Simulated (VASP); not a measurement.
# Ni (Fmmm) in VASP: further runs

The runs below take Ni through single point, with PBEsol.

All numbers are computed with VASP 6.6.1; they aren't measurements. Logs are shortened: lines on timing, memory, paths and dates and some standing lists are left out, and cuts for length are marked.

**1. The cell of the first run**

Symmetry: Fmmm, No. 69, orthorhombic system. Conventional cell: a = 2.755 Å, b = 3.715 Å, c = 4.078 Å, α = 90.00°, β = 90.00°, γ = 90.00°. Within 3.1 Å of Ni (site symmetry mmm) lie 14 Ni at 2.31 to 2.76 Å.

**2. Single point, PBEsol, collinear spin, ferromagnetic start (engineering shear strain xz -0.0933, engineering shear strain yz +0.0000)**

Contents of INCAR:

```
SYSTEM = Ni
PREC = Accurate ; ENCUT = 520
EDIFF = 1E-7 ; ISMEAR = 0
SIGMA = 0.15 ; LREAL = .FALSE.
LASPH = .TRUE. ; NELM = 150
ALGO = Fast ; ISIF = 2
LWAVE = .FALSE. ; LCHARG = .FALSE.
ISPIN = 2 ; MAGMOM = 0.6
LORBIT = 11 ; LMAXMIX = 4
GGA = PS ; NBANDS = 15
```

Contents of KPOINTS:

```
Automatic mesh
0
G
  22 22 22
  0 0 0
```

Contents of POSCAR:

```
Ni
1.0
   -1.4419297149      1.3776617923      1.4419297149
    1.3133938697     -1.3776617923      1.3133938697
    1.4419297149      1.3776617923     -1.4419297149
Ni
1
Direct
    0.0000000000      0.0000000000      0.0000000000
```

Potentials or basis: VASP PAW PBE potentials, release 64 (Ni).

Started as:

```
> cat potpaw_PBE.64/Ni/POTCAR > POTCAR
> mpirun -np 1 vasp_std > vasp.out
```

OUTCAR:

```text
SYSTEM = Ni
   PREC = Accurate
   ENCUT = 520
   EDIFF = 1E-7
   ISMEAR = 0
   LREAL = .FALSE.
   LASPH = .TRUE.
   NELM = 150
   ISIF = 2
   ISPIN = 2
   LORBIT = 11
   GGA = PS

 ion  position               nearest neighbor table
   1  0.000  0.000  0.000-

  LATTYP: Found a face centered orthorhombic cell.
 ALAT       =     2.7553235846
 B/A-ratio  =     1.3482404997
 C/A-ratio  =     1.4801866250

  Lattice vectors:

 A1 = (   2.7553235846,   0.0000000000,  -0.1285358452)
 A2 = (   1.4419297149,   1.3776617923,  -1.4419297149)
 A3 = (   1.3133938697,   1.3776617923,   1.3133938697)

Analysis of symmetry for initial positions (statically):
=====================================================================
 Subroutine PRICEL returns:
 Original cell was already a primitive cell.

 Routine SETGRP: Setting up the symmetry group for a
 face centered orthorhombic supercell.

 Subroutine GETGRP returns: Found  8 space group operations
 (whereof  8 operations were pure point group operations)
 out of a pool of  8 trial point group operations.

The static configuration has the point symmetry D_2h.

Analysis of symmetry for dynamics (positions and initial velocities):
=====================================================================
 Subroutine PRICEL returns:
 Original cell was already a primitive cell.

 Routine SETGRP: Setting up the symmetry group for a
 face centered orthorhombic supercell.

 Subroutine GETGRP returns: Found  8 space group operations
 (whereof  8 operations were pure point group operations)
 out of a pool of  8 trial point group operations.

The dynamic configuration has the point symmetry D_2h.

Analysis of structural, dynamic, and magnetic symmetry:
=====================================================================
 Subroutine PRICEL returns:
 Original cell was already a primitive cell.

 Routine SETGRP: Setting up the symmetry group for a
 face centered orthorhombic supercell.

 Subroutine GETGRP returns: Found  8 space group operations
 (whereof  8 operations were pure point group operations)
 out of a pool of  8 trial point group operations.

The overall configuration has the point symmetry D_2h.

 Subroutine INISYM returns: Found  8 space group operations
 (whereof  8 operations are pure point group operations),
 and found     1 'primitive' translations

----------------------------------------------------------------------------------------

                                     Primitive cell

  volume of cell :      10.4362

  direct lattice vectors                    reciprocal lattice vectors
    -1.441929715  1.377661792  1.441929715     0.016967786  0.362933779  0.363725326
     1.313393870 -1.377661792  1.313393870     0.380693112  0.000000000  0.380693112
     1.441929715  1.377661792 -1.441929715     0.363725326  0.362933779  0.016967786

  length of vectors
     2.460949942  2.312565443  2.460949942     0.514105968  0.538381363  0.514105968

  position of ions in fractional coordinates (direct lattice)
     0.000000000  0.000000000  0.000000000

  ion indices of the primitive-cell ions
   primitive index   ion index
                 1           1

----------------------------------------------------------------------------------------

 KPOINTS: Automatic mesh

Automatic generation of k-mesh.
 Grid dimensions read from file:
 generate k-points for:   22   22   22

 Generating k-lattice:

  Cartesian coordinates                     Fractional coordinates (reciprocal lattice)
     0.000771263  0.016496990  0.016532969     0.045454545  0.000000000  0.000000000
     0.017304232  0.000000000  0.017304232     0.000000000  0.045454545  0.000000000
     0.016532969  0.016496990  0.000771263     0.000000000 -0.000000000  0.045454545

  Length of vectors
     0.023368453  0.024471880  0.023368453

  Shift w.r.t. Gamma in fractional coordinates (k-lattice)
     0.000000000  0.000000000  0.000000000

 Subroutine IBZKPT returns following result:
 ===========================================

 Found   1530 irreducible k-points:

 Following reciprocal coordinates:
            Coordinates               Weight
  0.000000  0.000000  0.000000      1.000000
  0.045455 -0.000000  0.000000      8.000000
  0.090909 -0.000000  0.000000      8.000000
  0.136364  0.000000  0.000000      8.000000
  0.181818  0.000000  0.000000      8.000000
  0.227273  0.000000 -0.000000      8.000000
[... 16 lines left out ...]
  0.454545  0.045455  0.000000      8.000000
  0.500000  0.045455  0.000000      8.000000
 [... further k-points ...]
   k-points           NKPTS =   1530   k-points in BZ     NKDIM =   1530   number of bands    NBANDS=     15
   number of dos      NEDOS =    301   number of ions     NIONS =      1
   total plane-waves  NPLWV =   5832
   dimension x,y,z NGX =    18 NGY =   18 NGZ =   18
   dimension x,y,z NGXF=    36 NGYF=   36 NGZF=   36
   ions per type =               1
   NGX,Y,Z   is equivalent  to a cutoff of  12.16, 12.94, 12.16 a.u.
   NGXF,Y,Z  is equivalent  to a cutoff of  24.32, 25.88, 24.32 a.u.
 SYSTEM =  Ni
   PREC   = accura    normal or accurate (medium, high low for compatibility)
   ISTART =      0    job   : 0-new  1-cont  2-samecut
   ICHARG =      2    charge: 1-file 2-atom 10-const
   ISPIN  =      2    spin polarized calculation?
   LNONCOLLINEAR =      F non collinear calculations
   LSORBIT =      F    spin-orbit coupling
   LASPH  =      T    aspherical Exc in radial PAW
   ENCUT  =  520.0 eV  38.22 Ry    6.18 a.u.   4.58  4.30  4.58*2*pi/ulx,y,z
   NELM   =    150;   NELMIN=  2; NELMDL= -5     # of ELM steps
   EDIFF  = 0.1E-06   stopping-criterion for ELM
   LREAL  =      F    real-space projection
   EDIFFG = 0.1E-05   stopping-criterion for IOM
   NSW    =      0    number of steps for IOM
   IBRION =     -1    ionic relax: 0-MD 1-quasi-New 2-CG
   NFREE  =      0    steps in history (QN), initial steepest desc. (CG)
   ISIF   =      2    stress and relaxation
   ISYM   =      2    0-nonsym 1-usesym 2-fastsym
   POTIM  = 0.5000    time-step for ionic-motion
   TEBEG  =    0.0;   TEEND  =   0.0 temperature during run
   PSTRESS=    0.0 pullay stress
   NELECT =      10.0000    total number of electrons
   NUPDOWN=      -1.0000    fix difference up-down
   EMIN   =  10.00;   EMAX   =-10.00  energy-range for DOS
   EFERMI =   0.00;   METHOD = LEGACY
   ISMEAR =     0;   SIGMA  =   0.15  broadening in eV -4-tet -1-fermi 0-gaus
   EFERMI_NEDOS =   21; number of points for ismear=-14 and -15
   IALGO  =     68    algorithm
   IMIX   =      4    mixing-type and parameters
     AMIX     =   0.40;   BMIX     =  1.00
     AMIX_MAG =   1.60;   BMIX_MAG =  1.00
  volume/ion in A,a.u.               =      10.44        70.43
  Fermi-wavevector in a.u.,A,eV,Ry     =   1.613966  3.049953 35.441611  2.604885
  Thomas-Fermi vector in A             =   2.708950
   LORBIT       =     11    0 simple, 1 ext, 2 COOP (PROOUT), +10 PAW based schemes
   GGA     = PS    functional components
   LHFCALC =     F    Hartree Fock is set to
   AEXX    =    0.0000 exact exchange contribution
   IVDW    =     0    specifies the selected vdW correction
   LEPSILON=     F    determine dielectric tensor
   LRPA    =     F    only Hartree local field effects (RPA)
 spin polarized calculation
 RMM-DIIS sequential band-by-band and
 Gauss-broadening in eV      SIGMA  =   0.15
  energy-cutoff  :      520.00
  volume of cell :       10.44
 maximum number of plane-waves:       295
   NGX =  9   NGY =  9   NGZ =  9

 number of electron      10.0000009 magnetization       0.4778650

 Free energy of the ion-electron system (eV)
  ---------------------------------------------------
  ext. energy  EPLUGINS =         0.00000000
  ---------------------------------------------------
  free energy    TOTEN  =        -5.99536235 eV

  energy without entropy =       -5.97594524  energy(sigma->0) =       -5.98565379

 E-fermi :   9.6550     XC(G=0): -13.6747

 val. band max:        9.6548513155   @ k =  -0.2727   0.0909   0.2727
 cond. band min:       9.6580136380   @ k =  -0.4545  -0.0000   0.3182
 fundamental gap:      0.0031623226
 Fermi energy:         9.6549850017

 spin component 1

 k-point     1 :       0.0000    0.0000    0.0000
  band No.  band energies     occupation
      1       0.4375      1.00000
      2       6.8958      1.00000
      3       7.2247      1.00000
      4       7.7023      1.00000
      5       8.8033      1.00000
      6       8.8820      1.00000
      7      34.7082      0.00000
      8      36.6053      0.00000
      9      37.5900      0.00000
     10      39.9475      0.00000
     11      41.6469      0.00000
     12      41.7867      0.00000
     13      43.0744      0.00000
     14      43.4888      0.00000
     15      43.9757      0.00000
[... 397 lines left out ...]
 k-point    24 :       0.5000    0.0455    0.0000
  band No.  band energies     occupation
      1       4.8705      1.00000
      2       6.3112      1.00000
      3       8.7259      1.00000
      4       8.7612      1.00000
      5       9.3469      0.99816
      6      10.3146      0.00000
      7      16.6953      0.00000
      8      27.8678      0.00000
      9      30.6958      0.00000
     10      33.9702      0.00000
     11      39.3888      0.00000
     12      45.8796      0.00000
     13      50.4991      0.00000
     14      52.4018      0.00000
     15      55.2622      0.00000

 [... further k-points ...]

 spin component 2

 k-point     1 :       0.0000    0.0000    0.0000
  band No.  band energies     occupation
      1       0.4472      1.00000
      2       7.4223      1.00000
      3       7.7697      1.00000
      4       8.2723      1.00000
      5       9.2584      0.99991
      6       9.3280      0.99897
      7      34.6656      0.00000
      8      36.5512      0.00000
      9      37.5498      0.00000
     10      39.9911      0.00000
     11      41.7629      0.00000
     12      41.8008      0.00000
     13      43.2255      0.00000
     14      43.6170      0.00000
     15      44.1280      0.00000
[... 397 lines left out ...]
 k-point    24 :       0.5000    0.0455    0.0000
  band No.  band energies     occupation
      1       5.1759      1.00000
      2       6.8098      1.00000
      3       9.1032      1.00000
      4       9.2188      0.99998
      5       9.7479      0.19057
      6      10.6641      0.00000
      7      16.9857      0.00000
      8      27.8876      0.00000
      9      30.7719      0.00000
     10      34.0824      0.00000
     11      39.4792      0.00000
     12      45.8757      0.00000
     13      50.5726      0.00000
     14      52.4567      0.00000
     15      56.3608      0.00000

 [... further k-points ...]
[... 5 lines left out ...]
  --------------------------------------------------------------------------------------
  -------------------------------------------------------------------------------------
  Total        0.0911054      0.2271404      0.0911054      0.0000000      0.0000000      1.0131102
  in kB       13.9866314     34.8709180     13.9866314      0.0000000      0.0000000    155.5340813
  external PRESSURE =      20.9480602 kB  Pullay stress =       0.0000000 kB

 VOLUME and BASIS-vectors are now :
 -----------------------------------------------------------------------------
  energy-cutoff  :      520.00
  volume of cell :       10.44
      direct lattice vectors                 reciprocal lattice vectors
    -1.441929715  1.377661792  1.441929715     0.016967786  0.362933779  0.363725326
     1.313393870 -1.377661792  1.313393870     0.380693112  0.000000000  0.380693112
     1.441929715  1.377661792 -1.441929715     0.363725326  0.362933779  0.016967786

 POSITION                                       TOTAL-FORCE (eV/Angst)
 -----------------------------------------------------------------------------------
      0.00000      0.00000      0.00000        -0.000000      0.000000     -0.000000
 -----------------------------------------------------------------------------------
    total drift:                               -0.000000     -0.000000      0.000000

  FREE ENERGIE OF THE ION-ELECTRON SYSTEM (eV)
  ---------------------------------------------------
  free  energy   TOTEN  =        -5.9953623493 eV

  energy  without entropy=       -5.9759452383  energy(sigma->0) =       -5.98565379

 total charge

# of ion       s       p       d       tot
------------------------------------------
    1        0.514   0.532   8.358   9.405

 magnetization (x)

# of ion       s       p       d       tot
------------------------------------------
    1       -0.003  -0.013   0.497   0.481
```

It took 13 min on 1 thread of AMD EPYC 7R43 (Zen 3), shared host; peak memory 0.37 GiB.

Results:

```yaml
Free_energy: -5.9954 eV
Pressure: 2.1 GPa
Net_moment: 0.48 μB per cell
Site_moments: Ni +0.48 μB
Valence_electrons_inside_the_program's_atomic_spheres: Ni 9.40
```

Caveat: the cell differs from its parent crystal (engineering shear strain xz -0.0933, engineering shear strain yz +0.0000); the PAW data sets were made with another functional, which shifts forces and pressure a little.

**3. Single point, PBEsol, collinear spin, ferromagnetic start (engineering shear strain xz -0.0467, engineering shear strain yz +0.0000)**

Contents of INCAR:

```
PREC = Accurate
ENCUT = 520
EDIFF = 1E-7
ISMEAR = 0
SIGMA = 0.15
LREAL = F
LASPH = T
NELM = 150
ALGO = Fast
ISIF = 2
LWAVE = F
LCHARG = T
ISPIN = 2
MAGMOM = 0.6
LORBIT = 11
LMAXMIX = 4
GGA = PS
LELF = T
LVHAR = T
NBANDS = 15
```

Contents of KPOINTS:

```
Automatic mesh
0
Gamma
  22 22 22
```

Contents of POSCAR:

```
Ni
1.0
   -1.4098301952      1.3776617923      1.4098301952
    1.3454933894     -1.3776617923      1.3454933894
    1.4098301952      1.3776617923     -1.4098301952
Ni
1
Direct
    0.0000000000      0.0000000000      0.0000000000
```

Potentials or basis: VASP PAW PBE potentials, release 64 (Ni).

Started as:

```
> cat potpaw_PBE.64/Ni/POTCAR > POTCAR
> mpirun -np 1 vasp_std > vasp.out
```

OUTCAR:

```text
PREC = Accurate
   ENCUT = 520
   EDIFF = 1E-7
   ISMEAR = 0
   LREAL = F
   LASPH = T
   NELM = 150
   ISIF = 2
   ISPIN = 2
   LORBIT = 11
   GGA = PS

 ion  position               nearest neighbor table
   1  0.000  0.000  0.000-

  LATTYP: Found a face centered orthorhombic cell.
 ALAT       =     2.7553235846
 B/A-ratio  =     1.3811916756
 C/A-ratio  =     1.4472354491

  Lattice vectors:

 A1 = (   2.7553235846,   0.0000000000,  -0.0643368058)
 A2 = (   1.4098301952,   1.3776617923,  -1.4098301952)
 A3 = (   1.3454933894,   1.3776617923,   1.3454933894)

Analysis of symmetry for initial positions (statically):
=====================================================================
 Subroutine PRICEL returns:
 Original cell was already a primitive cell.

 Routine SETGRP: Setting up the symmetry group for a
 face centered orthorhombic supercell.

 Subroutine GETGRP returns: Found  8 space group operations
 (whereof  8 operations were pure point group operations)
 out of a pool of  8 trial point group operations.

The static configuration has the point symmetry D_2h.

Analysis of symmetry for dynamics (positions and initial velocities):
[... 622 lines left out ...]
      4       8.0631      1.00000
      5       9.2237      0.99992
      6       9.2427      0.99985
      7      35.6128      0.00000
      8      36.4416      0.00000
      9      37.0364      0.00000
     10      41.0097      0.00000
     11      41.6349      0.00000
     12      42.2975      0.00000
     13      43.1653      0.00000
     14      43.6244      0.00000
[... 403 lines left out ...]
      4       9.1938      0.99998
      5       9.7218      0.18254
      6      10.6657      0.00000
      7      16.9127      0.00000
      8      28.5218      0.00000
      9      30.0010      0.00000
     10      34.4111      0.00000
     11      38.7624      0.00000
     12      45.8076      0.00000
     13      50.4963      0.00000
     14      52.3454      0.00000
     15      56.1498      0.00000

 [... further k-points ...]
[... 5 lines left out ...]
  --------------------------------------------------------------------------------------
  -------------------------------------------------------------------------------------
  Total        0.0219347      0.0562071      0.0219347      0.0000000     -0.0000000      0.5150030
  in kB        3.3619443      8.6149112      3.3619443      0.0000000     -0.0000000     78.9349602
  external PRESSURE =       5.1129332 kB  Pullay stress =       0.0000000 kB

 VOLUME and BASIS-vectors are now :
 -----------------------------------------------------------------------------
  energy-cutoff  :      520.00
  volume of cell :       10.45
      direct lattice vectors                 reciprocal lattice vectors
    -1.409830195  1.377661792  1.409830195     0.008479127  0.362933779  0.363131766
     1.345493389 -1.377661792  1.345493389     0.371610893  0.000000000  0.371610893
     1.409830195  1.377661792 -1.409830195     0.363131766  0.362933779  0.008479127

 POSITION                                       TOTAL-FORCE (eV/Angst)
 -----------------------------------------------------------------------------------
      0.00000      0.00000      0.00000        -0.000000     -0.000000      0.000000
 -----------------------------------------------------------------------------------
    total drift:                                0.000000      0.000000      0.000000

  FREE ENERGIE OF THE ION-ELECTRON SYSTEM (eV)
  ---------------------------------------------------
  free  energy   TOTEN  =        -6.0311968806 eV

  energy  without entropy=       -6.0128582910  energy(sigma->0) =       -6.02202759

 total charge

# of ion       s       p       d       tot
------------------------------------------
    1        0.512   0.530   8.352   9.394

 magnetization (x)

# of ion       s       p       d       tot
------------------------------------------
    1       -0.004  -0.014   0.520   0.502
```

OSZICAR:

```text
N       E                     dE             d eps       ncg     rms          rms(c)
DAV:   1     0.321077790902E+02    0.32108E+02   -0.41974E+03 97632   0.864E+02
DAV:   2    -0.577377391471E+01   -0.37882E+02   -0.35292E+02104162   0.163E+02
DAV:   3    -0.717173530735E+01   -0.13980E+01   -0.13803E+01113432   0.306E+01
DAV:   4    -0.717949533789E+01   -0.77600E-02   -0.77587E-02111884   0.219E+00
DAV:   5    -0.717957742579E+01   -0.82088E-04   -0.82087E-04115539   0.202E-01    0.107E+01
RMM:   6    -0.634145867664E+01    0.83812E+00   -0.16905E+00124862   0.137E+01    0.592E+00
RMM:   7    -0.605756495294E+01    0.28389E+00   -0.18555E-01122877   0.445E+00    0.215E+00
RMM:   8    -0.603354461686E+01    0.24020E-01   -0.39465E-03141412   0.397E-01    0.872E-01
RMM:   9    -0.603172639568E+01    0.18182E-02   -0.60098E-04140197   0.219E-01    0.264E-01
RMM:  10    -0.603119468675E+01    0.53171E-03   -0.32905E-04134021   0.189E-01    0.501E-02
RMM:  11    -0.603119733129E+01   -0.26445E-05   -0.57131E-05140313   0.487E-02    0.173E-02
RMM:  12    -0.603119640598E+01    0.92531E-06   -0.10281E-05141980   0.229E-02    0.668E-03
RMM:  13    -0.603119663535E+01   -0.22937E-06   -0.18689E-06141990   0.886E-03    0.324E-03
RMM:  14    -0.603119685525E+01   -0.21990E-06   -0.29256E-07119167   0.345E-03    0.120E-03
RMM:  15    -0.603119688064E+01   -0.25390E-07   -0.45266E-08 94805   0.153E-03
   1 F= -.60311969E+01 E0= -.60220276E+01  d E =-.183386E-01  mag=     0.4991
```

It took 8.3 min on 1 thread of Intel Xeon Platinum 8488C (Sapphire Rapids), shared host; peak memory 0.44 GiB.

What came out:

| Property | Result |
| --- | --- |
| Free energy | -6.0312 eV |
| Pressure | 0.5 GPa |
| Net moment | 0.50 μB per cell |
| Site moments | Ni +0.50 μB |
| Valence electrons inside the program's atomic spheres | Ni 9.39 |

Caveat: the cell differs from its parent crystal (engineering shear strain xz -0.0467, engineering shear strain yz +0.0000); the PAW data sets were made with another functional, which shifts forces and pressure a little.
